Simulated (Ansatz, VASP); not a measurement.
## One calculation of C, two programs

The input INCAR:

```
PREC     = Accurate       # precision mode
ENCUT    = 600            # plane-wave cutoff, eV
EDIFF    = 1E-6           # SCF threshold, eV
ISMEAR   = 0              # smearing method
SIGMA    = 0.15           # smearing width, eV
LREAL    = False          # projectors in reciprocal space
LASPH    = True           # aspherical terms in the spheres
NELM     = 120            # most SCF steps
ALGO     = Normal         # electronic algorithm
ISIF     = 2              # what is computed and relaxed
LWAVE    = False          # write WAVECAR
LCHARG   = True           # write CHGCAR
GGA      = PE             # functional
IVDW     = 12             # dispersion correction
LELF     = True           # ELF
LVHAR    = True         
NBANDS   = 16             # bands
GGA_COMPAT= False
```

File KPOINTS:

```
regular mesh
0
Gamma
  21 21 8
```

The input POSCAR:

```
C
1.0
    2.5270723569      0.0000000000      0.0000000000
   -1.2635361784      2.1885088582      0.0000000000
    0.0000000000      0.0000000000      6.0290892290
C
4
Direct
    0.0000000000      0.0000000000      0.0025000000
    0.0000000000      0.0000000000      0.5025000000
    0.3333333333      0.6666666667      0.0025000000
    0.6666666667      0.3333333333      0.5025000000
```

Input for Ansatz:

```yaml
crystal:
  lattice:
    - [2.5270723569, 0.0, 0.0]
    - [-1.2635361784, 2.1885088582, 0.0]
    - [0.0, 0.0, 6.029089229]
  atoms:
    - { symbol: C, position: [0.0, 0.0, 0.0025] }
    - { symbol: C, position: [0.0, 0.0, 0.5025] }
    - { symbol: C, position: [0.3333333333, 0.6666666667, 0.0025] }
    - { symbol: C, position: [0.6666666667, 0.3333333333, 0.5025] }
basis:
  ecutwfc: 520.0
kpoints:
  mp_grid: { grid: [21, 21, 8] }
hamiltonian:
  xc: pbe
  pseudopotentials: { kind: paw, azcp: { folder: soft_1 } }
  dispersion: d3bj
scf:
  occupations: { method: gaussian, width: 0.15 }
output:
  forces: true
  stress: true
  eigenvalues: true
  write_density: true
  write_potential: true
  elf: true
  volumetric_format: npy
```

Alike in both runs: task single point; functional PBE; dispersion D3(BJ); k mesh 21 × 21 × 8; occupations gaussian, width 0.15 eV; no spin polarisation.

|  | VASP | Ansatz |
| --- | --- | --- |
| version | VASP 6.6.1 | Ansatz 0.2.0 |
| potentials or method | VASP PAW PBE potentials, release 64 (C), cutoff 600 eV | scalar-relativistic, plane waves, PAW |
| valence electrons in the cell | 16 | 16 |

VASP gave:

| Item | Value |
| --- | --- |
| gap on the k mesh at the Fermi level (eV) | none |
| pressure (GPa) | -19.5 |
| traceless stress, the component that is largest in VASP (GPa) | 26.28 |

Question: Estimate Ansatz's values.

Answer: gap on the k mesh at the Fermi level (eV): none; pressure (GPa): -19.5; traceless stress, the component that is largest in VASP (GPa): 26.61.

A gap of «none» marks a metal or a gap that the smearing closes.
